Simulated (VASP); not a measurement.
Write the native input for VASP 6.6.1 that does the following.

```
Task                   : single point
Functional             : PBE
Potentials or basis    : VASP PAW PBE potentials, release 64 (B, P)
Cutoff                 : 520 eV
k mesh                 : 17 × 17 × 17
Occupations            : fermi-dirac, width 0.08 eV
Spin                   : no spin polarisation
Dipole correction      : no
Further INCAR settings : ALGO = Normal; EDIFF = 1e-07; NBANDS = 11
```

The structure of BP (rocksalt type) lies in POSCAR:

```
BP
1.0
    0.0000000000      1.8615929416      1.8615929416
    1.8615929416      0.0000000000      1.8615929416
    1.8615929416      1.8615929416      0.0000000000
B P
1 1
Direct
    0.0000000000      0.0000000000      0.0000000000
    0.5000000000      0.5000000000      0.5000000000
```

This cell differs from its parent crystal: volume scaled by 0.64.

These files were run (other wordings do the same):

INCAR

```
SYSTEM = BP
ALGO = Normal
EDIFF = 1E-7
ENCUT = 520
GGA = PE
ISIF = 2
ISMEAR = -1
LASPH = .True.
LCHARG = .False.
LREAL = .False.
LWAVE = .False.
NBANDS = 11
NELM = 80
PREC = Accurate
SIGMA = 0.08
```

KPOINTS

```
k-points
0
Gamma
  17 17 17
  0 0 0
```

Potentials or basis: VASP PAW PBE potentials, release 64 (B, P).

Launch:

```bash
$ cat potpaw_PBE.64/B/POTCAR potpaw_PBE.64/P/POTCAR > POTCAR
$ mpirun -np 1 vasp_std > vasp.out
```

Results of the run:

| Property | Result |
| --- | --- |
| Pressure | 160.7 GPa |
| Band gap on the k mesh | zero (band 4 reaches 18.09 eV, above the bottom of band 5 at 15.86 eV) |

It took 42 s on 1 thread of AMD EPYC 7R13, with other jobs on the host, peak memory 0.1 GiB.
